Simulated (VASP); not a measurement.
Ga:

```
Ga
1.0
    -1.37511    1.37511    2.29571
     1.37511   -1.37511    2.29571
     1.37511    1.37511   -2.29571
Ga
1
Direct
  0.00000 0.00000 0.00000
```

Base run:

* Program: VASP 6.6.1
* Functional: r2SCAN
* Potentials or basis: VASP PAW PBE potentials, release 64 (Ga_d)
* Cutoff: 520 eV
* k mesh: 13 × 13 × 13
* Occupations: fermi-dirac, width 0.05 eV
* Spin: no spin polarisation

Its results: pressure 1.6 GPa.

**Question.** The run is repeated on the same cell with these changes: functional from r2SCAN to PBE; further incar settings from ALGO = Normal; EDIFF = 1e-07; NBANDS = 12 to ALGO = Normal; EDIFF = 1e-06; NBANDS = 12. What comes out?

**Answer.** Pressure 5.0 GPa.

Caveats: the PAW data sets were made with another functional, which shifts forces and pressure a little (some runs).
